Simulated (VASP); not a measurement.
# Cu (Immm) in VASP: notebook

Cu is run at these levels: r2SCAN; tasks: single point.

All numbers are computed with VASP 6.6.1; they aren't measurements. Logs are shortened: lines on timing, memory, paths and dates and some standing lists are left out, and cuts for length are marked.

## Step 1: The cell of the first run

It takes space group Immm (No. 71, orthorhombic). Conventional cell: a = 2.752 Å, b = 2.886 Å, c = 3.174 Å, α = 90.00°, β = 90.00°, γ = 90.00°. Within 3.4 Å of Cu (site symmetry mmm) lie 14 Cu at 2.55 to 3.17 Å.

## Step 2: Single point, r2SCAN (strain +0.1000 x Voigt [0, 1, 0, 0, 0, 0])

Input file POSCAR:

```
Cu
1.0
   -1.4427933200      1.5870726520      1.3760814500
    1.4427933200     -1.5870726520      1.3760814500
    1.4427933200      1.5870726520     -1.3760814500
Cu
1
Direct
    0.0000000000      0.0000000000      0.0000000000
```

Input file INCAR.step1:

```
SYSTEM = Cu
  PREC = Accurate
  ENCUT = 520
  ISMEAR = 0
  SIGMA = 0.15
  LREAL = .False.
  LASPH = .True.
  NELM = 80
  NBANDS = 12
  GGA = PE
  ALGO = Normal
  EDIFF = 1E-4
  LWAVE = .True.
  LCHARG = .False.
```

Input file INCAR.step2:

```
SYSTEM = Cu
  PREC = Accurate
  ENCUT = 520
  EDIFF = 1E-6
  ISMEAR = 0
  SIGMA = 0.15
  LREAL = .False.
  LASPH = .True.
  NELM = 80
  ALGO = Normal
  ISIF = 2
  LWAVE = .False.
  LCHARG = .False.
  METAGGA = R2SCAN
  LMIXTAU = .True.
  NBANDS = 12
  ISTART = 1
```

Input file KPOINTS:

```
regular mesh
0
Gamma
  24 24 24
  0 0 0
```

Potentials or basis: VASP PAW PBE potentials, release 64 (Cu).

On the command line:

```console
> cat potpaw_PBE.64/Cu/POTCAR > POTCAR
> cp INCAR.step1 INCAR
> mpirun -np 1 vasp_std > vasp.out
> cp INCAR.step2 INCAR
> mpirun -np 1 vasp_std > vasp.out
```

OUTCAR:

```text
SYSTEM = Cu
   PREC = Accurate
   ENCUT = 520
   EDIFF = 1E-6
   ISMEAR = 0
   LREAL = .False.
   LASPH = .True.
   NELM = 80
   ISIF = 2
   METAGGA = R2SCAN
   ISTART = 1

 ion  position               nearest neighbor table
   1  0.000  0.000  0.000-

  LATTYP: Found a body centered orthorhombic cell.
 ALAT       =     2.7521629000
 B/A-ratio  =     1.0484795940
 C/A-ratio  =     1.1533275534

  Lattice vectors:

 A1 = (   1.4427933200,  -1.5870726520,   1.3760814500)
 A2 = (  -1.4427933200,  -1.5870726520,  -1.3760814500)
 A3 = (   1.4427933200,   1.5870726520,  -1.3760814500)

Analysis of symmetry for initial positions (statically):
=====================================================================
 Subroutine PRICEL returns:
 Original cell was already a primitive cell.

 Routine SETGRP: Setting up the symmetry group for a
 body centered orthorhombic supercell.

 Subroutine GETGRP returns: Found  8 space group operations
 (whereof  8 operations were pure point group operations)
 out of a pool of  8 trial point group operations.

The static configuration has the point symmetry D_2h.

Analysis of symmetry for dynamics (positions and initial velocities):
=====================================================================
 Subroutine PRICEL returns:
 Original cell was already a primitive cell.

 Routine SETGRP: Setting up the symmetry group for a
 body centered orthorhombic supercell.

 Subroutine GETGRP returns: Found  8 space group operations
 (whereof  8 operations were pure point group operations)
 out of a pool of  8 trial point group operations.

The dynamic configuration has the point symmetry D_2h.

 Subroutine INISYM returns: Found  8 space group operations
 (whereof  8 operations are pure point group operations),
 and found     1 'primitive' translations

----------------------------------------------------------------------------------------

                                     Primitive cell

  volume of cell :      12.6039

  direct lattice vectors                    reciprocal lattice vectors
    -1.442793320  1.587072652  1.376081450     0.000000000  0.315045439  0.363350585
     1.442793320 -1.587072652  1.376081450     0.346549983  0.000000000  0.363350585
     1.442793320  1.587072652 -1.376081450     0.346549983  0.315045439  0.000000000

  length of vectors
     2.548343055  2.548343055  2.548343055     0.480912961  0.502116060  0.468348715

  position of ions in fractional coordinates (direct lattice)
     0.000000000  0.000000000  0.000000000

  ion indices of the primitive-cell ions
   primitive index   ion index
                 1           1

----------------------------------------------------------------------------------------

 KPOINTS: regular mesh

Automatic generation of k-mesh.
 Grid dimensions read from file:
 generate k-points for:   24   24   24

 Generating k-lattice:

  Cartesian coordinates                     Fractional coordinates (reciprocal lattice)
     0.000000000  0.013126893  0.015139608     0.041666667  0.000000000  0.000000000
     0.014439583  0.000000000  0.015139608     0.000000000  0.041666667  0.000000000
     0.014439583  0.013126893  0.000000000     0.000000000  0.000000000  0.041666667

  Length of vectors
     0.020038040  0.020921503  0.019514530

  Shift w.r.t. Gamma in fractional coordinates (k-lattice)
     0.000000000  0.000000000  0.000000000

 Subroutine IBZKPT returns following result:
 ===========================================

 Found   1963 irreducible k-points:

 Following reciprocal coordinates:
            Coordinates               Weight
  0.000000  0.000000  0.000000      1.000000
  0.041667 -0.000000  0.000000      4.000000
  0.083333 -0.000000  0.000000      4.000000
  0.125000  0.000000  0.000000      4.000000
  0.166667 -0.000000  0.000000      4.000000
  0.208333 -0.000000  0.000000      4.000000
[... 16 lines left out ...]
  0.375000  0.041667  0.000000      8.000000
  0.416667  0.041667  0.000000      8.000000
 [... further k-points ...]
   k-points           NKPTS =   1963   k-points in BZ     NKDIM =   1963   number of bands    NBANDS=     12
   number of dos      NEDOS =    301   number of ions     NIONS =      1
   total plane-waves  NPLWV =   8000
   dimension x,y,z NGX =    20 NGY =   20 NGZ =   20
   dimension x,y,z NGXF=    40 NGYF=   40 NGZF=   40
   ions per type =               1
   NGX,Y,Z   is equivalent  to a cutoff of  13.05, 13.05, 13.05 a.u.
   NGXF,Y,Z  is equivalent  to a cutoff of  26.09, 26.09, 26.09 a.u.
 SYSTEM =  Cu
   PREC   = accura    normal or accurate (medium, high low for compatibility)
   ISTART =      1    job   : 0-new  1-cont  2-samecut
   ICHARG =      0    charge: 1-file 2-atom 10-const
   ISPIN  =      1    spin polarized calculation?
   LNONCOLLINEAR =      F non collinear calculations
   LSORBIT =      F    spin-orbit coupling
   LASPH  =      T    aspherical Exc in radial PAW
   ENCUT  =  520.0 eV  38.22 Ry    6.18 a.u.   4.74  4.74  4.74*2*pi/ulx,y,z
   NELM   =     80;   NELMIN=  2; NELMDL=  0     # of ELM steps
   EDIFF  = 0.1E-05   stopping-criterion for ELM
   LREAL  =      F    real-space projection
   EDIFFG = 0.1E-04   stopping-criterion for IOM
   NSW    =      0    number of steps for IOM
   IBRION =     -1    ionic relax: 0-MD 1-quasi-New 2-CG
   NFREE  =      0    steps in history (QN), initial steepest desc. (CG)
   ISIF   =      2    stress and relaxation
   ISYM   =      2    0-nonsym 1-usesym 2-fastsym
   POTIM  = 0.5000    time-step for ionic-motion
   TEBEG  =    0.0;   TEEND  =   0.0 temperature during run
   PSTRESS=    0.0 pullay stress
   NELECT =      11.0000    total number of electrons
   NUPDOWN=      -1.0000    fix difference up-down
   EMIN   =  10.00;   EMAX   =-10.00  energy-range for DOS
   EFERMI =   0.00;   METHOD = LEGACY
   ISMEAR =     0;   SIGMA  =   0.15  broadening in eV -4-tet -1-fermi 0-gaus
   EFERMI_NEDOS =   21; number of points for ismear=-14 and -15
   IALGO  =     38    algorithm
   IMIX   =      4    mixing-type and parameters
     AMIX     =   0.40;   BMIX     =  1.00
     AMIX_MAG =   1.60;   BMIX_MAG =  1.00
  volume/ion in A,a.u.               =      12.60        85.06
  Fermi-wavevector in a.u.,A,eV,Ry     =   1.564482  2.956443 33.301694  2.447605
  Thomas-Fermi vector in A             =   2.667100
   LORBIT       =      0    0 simple, 1 ext, 2 COOP (PROOUT), +10 PAW based schemes
   METAGGA = R2SCAN    functional components
   LHFCALC =     F    Hartree Fock is set to
   AEXX    =    0.0000 exact exchange contribution
   IVDW    =     0    specifies the selected vdW correction
   LEPSILON=     F    determine dielectric tensor
   LRPA    =     F    only Hartree local field effects (RPA)
 non-spin polarized calculation
 Gauss-broadening in eV      SIGMA  =   0.15
  energy-cutoff  :      520.00
  volume of cell :       12.60
 maximum number of plane-waves:       353
   NGX =  9   NGY =  9   NGZ =  9

 number of electron      10.9999997 magnetization

 Free energy of the ion-electron system (eV)
  ---------------------------------------------------
  ext. energy  EPLUGINS =         0.00000000
  ---------------------------------------------------
  free energy    TOTEN  =       -10.75673593 eV

  energy without entropy =      -10.75269669  energy(sigma->0) =      -10.75471631

 E-fermi :   6.6264     XC(G=0): -13.3127

 val. band max:        6.6228808068   @ k =  -0.1667  -0.3333   0.0417
 cond. band min:       6.6316348803   @ k =  -0.2083  -0.2917   0.0417
 fundamental gap:      0.0087540735
 Fermi energy:         6.6264237490

 k-point     1 :       0.0000    0.0000    0.0000
  band No.  band energies     occupation
      1      -2.5333      2.00000
      2       3.4435      2.00000
      3       3.6345      2.00000
      4       3.9051      2.00000
      5       4.2624      2.00000
      6       4.6706      2.00000
      7      30.3392      0.00000
      8      31.2610      0.00000
      9      33.1090      0.00000
     10      33.5814      0.00000
     11      34.4235      0.00000
     12      34.6767      0.00000

 k-point     2 :       0.0417   -0.0000    0.0000
  band No.  band energies     occupation
      1      -2.4671      2.00000
      2       3.4533      2.00000
      3       3.6330      2.00000
      4       3.9066      2.00000
      5       4.2621      2.00000
      6       4.6619      2.00000
      7      30.0484      0.00000
      8      30.9805      0.00000
      9      32.0080      0.00000
     10      33.2607      0.00000
     11      34.6231      0.00000
     12      34.8934      0.00000

 k-point     3 :       0.0833   -0.0000    0.0000
  band No.  band energies     occupation
      1      -2.2697      2.00000
      2       3.4749      2.00000
      3       3.6266      2.00000
      4       3.9189      2.00000
      5       4.2630      2.00000
      6       4.6381      2.00000
      7      28.8273      0.00000
      8      30.3563      0.00000
      9      30.5196      0.00000
     10      33.0842      0.00000
     11      34.2491      0.00000
     12      34.6005      0.00000
[... 286 lines left out ...]
 k-point    23 :       0.3750    0.0417    0.0000
  band No.  band energies     occupation
      1       1.6241      2.00000
      2       3.1165      2.00000
      3       4.2070      2.00000
      4       4.5158      2.00000
      5       4.8084      2.00000
      6       5.2029      2.00000
      7      13.2692      0.00000
      8      24.7897      0.00000
      9      25.1090      0.00000
     10      29.1586      0.00000
     11      31.4617      0.00000
     12      35.3701      0.00000

 k-point    24 :       0.4167    0.0417    0.0000
  band No.  band energies     occupation
      1       1.7788      2.00000
      2       3.0782      2.00000
      3       4.2379      2.00000
      4       4.7238      2.00000
      5       4.9481      2.00000
      6       5.7455      2.00000
      7      11.8280      0.00000
      8      24.3802      0.00000
      9      24.8440      0.00000
     10      29.0208      0.00000
     11      31.4880      0.00000
     12      35.8235      0.00000

 [... further k-points ...]

------------------------ aborting loop because EDIFF is reached ----------------------------------------

  FORCE on cell =-STRESS in cart. coord.  units (eV):
  Direction    XX          YY          ZZ          XY          YZ          ZX
  --------------------------------------------------------------------------------------
  -------------------------------------------------------------------------------------
  Total       -0.9662787     -0.7881281     -0.8863944      0.0000000      0.0000000      0.0000000
  in kB     -122.8309828   -100.1849110   -112.6762833      0.0000000      0.0000000      0.0000000
  external PRESSURE =    -111.8973923 kB  Pullay stress =       0.0000000 kB

 VOLUME and BASIS-vectors are now :
 -----------------------------------------------------------------------------
  energy-cutoff  :      520.00
  volume of cell :       12.60
      direct lattice vectors                 reciprocal lattice vectors
    -1.442793320  1.587072652  1.376081450     0.000000000  0.315045439  0.363350585
     1.442793320 -1.587072652  1.376081450     0.346549983  0.000000000  0.363350585
     1.442793320  1.587072652 -1.376081450     0.346549983  0.315045439  0.000000000

 POSITION                                       TOTAL-FORCE (eV/Angst)
 -----------------------------------------------------------------------------------
      0.00000      0.00000      0.00000         0.000000      0.000000      0.000000
 -----------------------------------------------------------------------------------
    total drift:                                0.000000     -0.000000      0.000000

  FREE ENERGIE OF THE ION-ELECTRON SYSTEM (eV)
  ---------------------------------------------------
  free  energy   TOTEN  =       -10.7567359254 eV

  energy  without entropy=      -10.7526966904  energy(sigma->0) =      -10.75471631
```

Wall time 9.7 min (1 thread of Intel Xeon Platinum 8488C (Sapphire Rapids), shared host); peak memory 0.38 GiB.

Results:

```
Free energy            : -10.7567 eV
Pressure               : -11.2 GPa
Band gap on the k mesh : zero (an odd number of electrons rules out a gap without spin polarisation)
```

Levels at points of the mesh, in eV from the Fermi level:
| k point | band 2 | band 3 | band 4 | band 5 | band 6 | band 7 | band 8 | band 9 | band 10 | band 11 |
| --- | --- | --- | --- | --- | --- | --- | --- | --- | --- | --- |
| (0.00, 0.00, 0.00) | -3.18 | -2.99 | -2.72 | -2.36 | -1.96 | 23.71 | 24.63 | 26.48 | 26.95 | 27.80 |
| (0.50, 0.00, 0.00) | -3.57 | -2.36 | -1.83 | -1.46 | -0.49 | 4.18 | 18.20 | 18.21 | 21.80 | 24.49 |
| (0.00, 0.50, 0.00) | -3.97 | -1.95 | -1.79 | -1.39 | 0.20 | 5.13 | 15.66 | 15.86 | 19.61 | 22.42 |
| (0.50, 0.50, 0.00) | -3.35 | -2.47 | -2.00 | -1.47 | -0.86 | 3.63 | 19.53 | 19.66 | 23.07 | 25.61 |
| (0.50, 0.50, 0.50) | -4.38 | -1.64 | -1.55 | -1.50 | 5.62 | 8.97 | 10.90 | 11.34 | 14.37 | 17.13 |

Caveat: the cell differs from its parent crystal (strain +0.1000 x Voigt [0, 1, 0, 0, 0, 0]); the cell stands under tension; the PAW data sets were made with another functional, which shifts forces and pressure a little.

## Step 3: Single point, r2SCAN (strain +0.0750 x Voigt [0, 1, 0, 0, 0, 0])

Input file POSCAR:

```
Cu
1.0
   -1.4427933200      1.5510028190      1.3760814500
    1.4427933200     -1.5510028190      1.3760814500
    1.4427933200      1.5510028190     -1.3760814500
Cu
1
Direct
    0.0000000000      0.0000000000      0.0000000000
```

Input file INCAR.step1:

```
SYSTEM = Cu
ALGO = Normal
EDIFF = 1E-4
ENCUT = 520
GGA = PE
ISMEAR = 0
LASPH = .True.
LCHARG = .False.
LREAL = .False.
LWAVE = .True.
NBANDS = 12
NELM = 60
PREC = Accurate
SIGMA = 0.15
```

Input file INCAR.step2:

```
SYSTEM = Cu
ALGO = Normal
EDIFF = 1E-7
ENCUT = 520
ISIF = 2
ISMEAR = 0
ISTART = 1
LASPH = .True.
LCHARG = .False.
LMIXTAU = .True.
LREAL = .False.
LWAVE = .False.
METAGGA = R2SCAN
NBANDS = 12
NELM = 60
PREC = Accurate
SIGMA = 0.15
```

Input file KPOINTS:

```
k-points
0
Gamma
  24 24 24
  0 0 0
```

Potentials or basis: VASP PAW PBE potentials, release 64 (Cu).

On the command line:

```console
> cat potpaw_PBE.64/Cu/POTCAR > POTCAR
> cp INCAR.step1 INCAR
> mpirun -np 1 vasp_std > vasp.out
> cp INCAR.step2 INCAR
> mpirun -np 1 vasp_std > vasp.out
```

Run time: 32 min. Hardware: 1 thread of Oxide Virtual Turin-like, shared host; peak memory 0.34 GiB.

The run converged. Its results:

- Free energy: -10.7724 eV
- Pressure: -8.8 GPa
- Band gap on the k mesh: zero (an odd number of electrons rules out a gap without spin polarisation)

Stress tensor (GPa, compression positive):
```
-9.64  0.00  0.00
 0.00 -7.80  0.00
 0.00  0.00 -8.82
```

Levels at points of the mesh, in eV from the Fermi level:
```csv
k point,band 4,band 5,band 6,band 7,band 8,band 9
"(0.00, 0.00, 0.00)",-2.84,-2.36,-2.00,24.18,24.99,26.75
"(0.50, 0.00, 0.00)",-1.88,-1.46,-0.51,4.35,18.18,18.24
"(0.00, 0.50, 0.00)",-1.85,-1.40,0.02,5.09,16.26,16.37
"(0.50, 0.50, 0.00)",-2.06,-1.48,-0.89,3.80,19.49,19.70
"(0.50, 0.50, 0.50)",-1.58,-1.53,6.18,8.78,10.71,11.99
```

Caveat: the cell differs from its parent crystal (strain +0.0750 x Voigt [0, 1, 0, 0, 0, 0]); the cell stands under tension; the PAW data sets were made with another functional, which shifts forces and pressure a little.

## Step 4: Single point, r2SCAN (strain +0.0875 x Voigt [0, 1, 0, 0, 0, 0])

Input file POSCAR:

```
Cu
1.0
   -1.4427933200      1.5690377355      1.3760814500
    1.4427933200     -1.5690377355      1.3760814500
    1.4427933200      1.5690377355     -1.3760814500
Cu
1
Direct
    0.0000000000      0.0000000000      0.0000000000
```

Input file INCAR.step1:

```
SYSTEM = Cu
PREC = Accurate
ENCUT = 520
ISMEAR = 0
SIGMA = 0.15
LREAL = .FALSE.
LASPH = .TRUE.
NELM = 80
NBANDS = 12
GGA = PE
ALGO = Normal
EDIFF = 1E-4
LWAVE = .TRUE.
LCHARG = .FALSE.
```

Input file INCAR.step2:

```
SYSTEM = Cu
PREC = Accurate
ENCUT = 520
EDIFF = 1E-6
ISMEAR = 0
SIGMA = 0.15
LREAL = .FALSE.
LASPH = .TRUE.
NELM = 80
ALGO = Normal
ISIF = 2
LWAVE = .FALSE.
LCHARG = .FALSE.
METAGGA = R2SCAN
LMIXTAU = .TRUE.
NBANDS = 12
ISTART = 1
```

Input file KPOINTS:

```
regular mesh
0
G
  24 24 24
  0 0 0
```

On the command line:

```console
> cat potpaw_PBE.64/Cu/POTCAR > POTCAR
> cp INCAR.step1 INCAR
> mpirun -np 1 vasp_std > vasp.out
> cp INCAR.step2 INCAR
> mpirun -np 1 vasp_std > vasp.out
```

Run time: 28 min. Hardware: 1 thread of Oxide Virtual Turin-like, shared host; peak memory 0.34 GiB.

The run converged. Its results:

| Quantity | Value |
| --- | --- |
| Free energy | -10.7651 eV |
| Pressure | -10.0 GPa |
| Band gap on the k mesh | zero (an odd number of electrons rules out a gap without spin polarisation) |

Stress tensor (GPa, compression positive):
```
-11.02   0.00   0.00
  0.00  -8.94   0.00
  0.00   0.00 -10.11
```

Levels at points of the mesh, in eV from the Fermi level:
```tsv
k point	band 3	band 4	band 5	band 6	band 7	band 8	band 9	band 10
(0.00, 0.00, 0.00)	-3.02	-2.78	-2.36	-1.98	23.94	24.81	26.62	27.31
(0.50, 0.00, 0.00)	-2.36	-1.85	-1.46	-0.50	4.26	18.20	18.22	21.84
(0.00, 0.50, 0.00)	-1.98	-1.82	-1.39	0.11	5.11	15.95	16.11	19.89
(0.50, 0.50, 0.00)	-2.46	-2.03	-1.47	-0.87	3.71	19.51	19.68	23.10
(0.50, 0.50, 0.50)	-1.64	-1.56	-1.51	5.89	8.87	10.81	11.66	14.35
```

Caveat: the cell differs from its parent crystal (strain +0.0875 x Voigt [0, 1, 0, 0, 0, 0]); the cell stands under tension; the PAW data sets were made with another functional, which shifts forces and pressure a little.

## Step 5: Overview

| cell | gap on the mesh (eV) | pressure (GPa) |
| --- | --- | --- |
| a = 2.548 Å, angles 111.0, 103.0, 114.6°, 1 atom | none | -11.2 |
| a = 2.526 Å, angles 110.3, 104.2, 114.0°, 1 atom | none | -8.8 |
| a = 2.537 Å, angles 110.7, 103.6, 114.3°, 1 atom | none | -10.0 |

Alike in all rows: task single point; level r2SCAN; potentials or basis VASP PAW PBE potentials, release 64 (Cu); no spin polarisation; k mesh 24 × 24 × 24; cutoff (eV) 520; smearing gaussian 0.15 eV.

Caveats: the cell stands under tension; the PAW data sets were made with another functional, which shifts forces and pressure a little.

Absolute energies hang on the potentials; compare differences alone.

The gap in the log of VASP goes by the Fermi energy; the results here count the filled bands.